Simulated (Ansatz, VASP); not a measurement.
**W in VASP and in Ansatz**

File INCAR:

```
PREC     = Accurate       # precision mode
ENCUT    = 500            # plane-wave cutoff, eV
EDIFF    = 1E-6           # SCF threshold, eV
ISMEAR   = 0              # smearing method
SIGMA    = 0.15           # smearing width, eV
LREAL    = False          # projectors in reciprocal space
LASPH    = True           # aspherical terms in the spheres
NELM     = 120            # most SCF steps
ALGO     = Normal         # electronic algorithm
ISIF     = 2              # what is computed and relaxed
LWAVE    = False          # write WAVECAR
LCHARG   = True           # write CHGCAR
GGA      = PE             # functional
LELF     = True           # ELF
LVHAR    = True         
NBANDS   = 13             # bands
GGA_COMPAT= False
```

KPOINTS

```
Automatic mesh
0
Gamma
  20 20 20
```

POSCAR

```
W
1.0
   -1.5873168750      1.5973000000      1.5873168750
    1.6072831250     -1.5973000000      1.6072831250
    1.5873168750      1.5973000000     -1.5873168750
W
1
Direct
    0.0000000000      0.0000000000      0.0000000000
```

Input for Ansatz:

```yaml
crystal:
  lattice:
    - [-1.587316875, 1.5973, 1.587316875]
    - [1.607283125, -1.5973, 1.607283125]
    - [1.587316875, 1.5973, -1.587316875]
  atoms:
    - { symbol: W, position: [0.0, 0.0, 0.0] }
basis:
  ecutwfc: 420
kpoints:
  mp_grid: { grid: [20, 20, 20] }
hamiltonian:
  xc: pbe
scf:
  occupations: { method: gaussian, width: 0.15 }
output:
  forces: true
  stress: true
  eigenvalues: true
```

Change from the starting cell: strain +0.0125 x Voigt [0, 0, 0, 0, 1, 0], atoms carried along.

Alike in both runs: task single point; functional PBE; k mesh 20 × 20 × 20; occupations gaussian, width 0.15 eV; no spin polarisation.

```csv
,VASP,Ansatz
version,VASP 6.6.1,Ansatz 0.2.0
potentials or method,"VASP PAW PBE potentials, release 64 (W_sv), cutoff 500 eV","scalar-relativistic, plane waves, PAW"
valence electrons in the cell,14,14
```

```csv
,VASP,Ansatz,Ansatz less VASP
gap on the k mesh at the Fermi level (eV),none,none,-
pressure (GPa),-2.6,-3.1,-0.44
"traceless stress, the component that is largest in VASP (GPa)",-1.83,-1.81,+0.020
```

A gap of «none» marks a metal or a gap that the smearing closes.

Spin-orbit coupling is off throughout.
